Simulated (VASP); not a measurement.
**SnO (Romarchite): single point with r2SCAN+D3(BJ)**

Crystal: SnO (Romarchite).

```xyz
4
Lattice="3.8022 0.0000 0.0000 0.0000 3.8022 0.0000 0.0000 0.0000 4.8328" Properties=species:S:1:pos:R:3 pbc="T T T"
Sn    1.9011    0.0000    1.1457
Sn    0.0000    1.9011    3.6871
O     0.0000    0.0000    0.0000
O     1.9011    1.9011    0.0000
```

| Quantity | Value |
| --- | --- |
| Program | VASP 6.6.1 |
| Task | single point |
| Functional | r2SCAN |
| Dispersion | D3(BJ) |
| Potentials or basis | VASP PAW PBE potentials, release 64 (Sn_d, O) |
| Cutoff | 520 eV |
| k mesh | 10 × 10 × 8 |
| Occupations | gaussian, width 0.05 eV |
| Spin | no spin polarisation |

```
Pressure                   : 0.1 GPa
Largest force              : 0.141 eV/Å
Band gap on the k mesh     : 0.19 eV, indirect (least direct gap 2.31 eV)
Dispersion energy per atom : -0.111 eV
```

Forces on the atoms (eV/Å):
```
Sn   0.000  0.000  0.141
Sn   0.000  0.000 -0.141
O    0.000  0.000  0.000
O    0.000  0.000  0.000
```

Levels at points of the mesh, in eV from the valence-band top:
```tsv
k point	band 16	band 17	band 18	band 19	band 20	band 21	band 22	band 23	band 24	band 25
(0.00, 0.00, 0.00)	-6.78	-3.93	-3.63	-3.63	0.00	2.41	4.59	4.87	4.87	6.09
(0.50, 0.00, 0.00)	-5.45	-5.33	-5.33	-2.98	-2.98	3.48	3.48	6.21	6.21	6.35
(0.50, 0.50, 0.00)	-5.60	-2.95	-2.95	-2.11	-2.11	0.19	0.19	4.76	4.76	7.71
(0.00, 0.00, 0.50)	-3.99	-3.64	-3.64	-3.08	-2.55	1.95	3.12	3.12	3.80	8.39
(0.50, 0.00, 0.50)	-5.91	-5.29	-5.29	-2.02	-2.02	2.80	2.80	5.69	5.69	7.07
(0.50, 0.50, 0.50)	-6.03	-2.95	-2.95	-2.91	-2.91	2.47	2.47	4.39	4.39	5.96
```

It took 4.4 min on 1 thread of Intel(R) Xeon(R) 6975P-C (Granite Rapids), with other jobs on the host, peak memory 0.31 GiB.

Caveat: the PAW data sets were made with another functional, which shifts forces and pressure a little; spin-orbit coupling is left out, which moves the levels of the heavy elements. A k mesh can miss the band edges.
